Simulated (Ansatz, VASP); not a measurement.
**Ti: VASP beside Ansatz**

INCAR

```
SYSTEM = Ti
PREC     = Accurate       ! precision mode
ENCUT    = 520            ! plane-wave cutoff, eV
EDIFF    = 1E-7           ! SCF threshold, eV
ISMEAR   = -1             ! smearing method
SIGMA    = 0.1            ! smearing width, eV
LREAL    = .FALSE.        ! projectors in reciprocal space
LASPH    = .TRUE.         ! aspherical terms in the spheres
NELM     = 100            ! most SCF steps
ALGO     = Normal         ! electronic algorithm
ISIF     = 2              ! what is computed and relaxed
LWAVE    = .FALSE.        ! write WAVECAR
LCHARG   = .TRUE.         ! write CHGCAR
GGA      = RE             ! functional
LELF     = .TRUE.         ! ELF
LVHAR    = .TRUE.       
NBANDS   = 12             ! bands
```

Contents of KPOINTS:

```
regular mesh
0
G
  15 15 15
  0 0 0
```

File POSCAR:

```
Ti
1.0
   -1.6200131626      1.6200131626      1.6200131626
    1.6200131626     -1.6200131626      1.6200131626
    1.6200131626      1.6200131626     -1.6200131626
Ti
1
Direct
    0.0000000000      0.0000000000      0.0000000000
```

Input for Ansatz:

```yaml
crystal:
  lattice:
    - [-1.6200131626, 1.6200131626, 1.6200131626]
    - [1.6200131626, -1.6200131626, 1.6200131626]
    - [1.6200131626, 1.6200131626, -1.6200131626]
  atoms:
    - { symbol: Ti, position: [0.0, 0.0, 0.0] }
hamiltonian:
  xc: revpbe
  pseudopotentials:
    kind: paw
    azcp:
      Ti: "pseudopotentials/Ti.paw.azcp"
basis:
  ecutwfc: 420
  fft_grid_basis: typed
kpoints:
  mp_grid: { grid: [15, 15, 15], shift: [0, 0, 0] }
magnetization:
  spin_polarized: false
scf:
  occupations: { method: fermi_dirac, width: 0.1 }
  lower_state_search: "off"
output:
  stress: true
  write_density: true
  write_potential: true
  elf: true
  volumetric_format: npy
```

Alike in both runs: task single point; functional revPBE; k mesh 15 × 15 × 15; occupations fermi-dirac, width 0.1 eV; no spin polarisation.

|  | VASP | Ansatz |
| --- | --- | --- |
| version | VASP 6.6.1 | Ansatz 0.2.0 |
| potentials or method | VASP PAW PBE potentials, release 64 (Ti_sv), cutoff 520 eV | plane waves (420 eV) with PAW, scalar-relativistic |
| valence electrons in the cell | 12 | 12 |

|  | VASP | Ansatz | Ansatz less VASP |
| --- | --- | --- | --- |
| pressure (GPa) | 4.1 | 4.4 | +0.29 |

VASP's potentials were made for PBE, not for revPBE.
